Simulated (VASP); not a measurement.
## Al: single point with r2SCAN

Al:

```
CELL_PARAMETERS angstrom
0.00000 1.94302 2.10494
1.94302 0.00000 2.10494
1.94302 1.94302 0.00000
ATOMIC_POSITIONS crystal
Al 0.00000 0.00000 0.00000
```

This cell differs from its parent crystal: strain -0.040 along x and y, +0.040 along z.

| Property | Result |
| --- | --- |
| Program | VASP 6.6.1 |
| Task | single point |
| Functional | r2SCAN |
| Potentials or basis | VASP PAW PBE potentials, release 64 (Al) |
| Cutoff | 520 eV |
| k mesh | 20 × 20 × 20 |
| Occupations | gaussian, width 0.15 eV |
| Spin | no spin polarisation |

| Item | Value |
| --- | --- |
| Pressure | 0.4 GPa |

Stress tensor (GPa, compression positive):
```
 2.85  0.00  0.00
 0.00  2.85  0.00
 0.00  0.00 -4.48
```

Levels at points of the mesh, in eV from the Fermi level:
```
           k point  band 1  band 2  band 3  band 4  band 5  band 6
(0.00, 0.00, 0.00)  -12.07   13.01   13.99   13.99   15.74   15.74
(0.50, 0.00, 0.00)   -5.10   -4.52   11.17   11.36   13.32   13.92
(0.50, 0.50, 0.00)   -4.01   -2.76    6.20    7.33    7.33   11.38
(0.50, 0.00, 0.50)   -2.77   -1.06    5.26    5.46    6.05    9.83
```

Wall time 4.3 min on 1 thread of AMD EPYC 7R13 Processor (Zen 3), with other jobs on the host, peak memory 0.16 GiB.

Caveat: the cell differs from its parent crystal (strain -0.040 along x and y, +0.040 along z); the PAW data sets were made with another functional, which shifts forces and pressure a little.
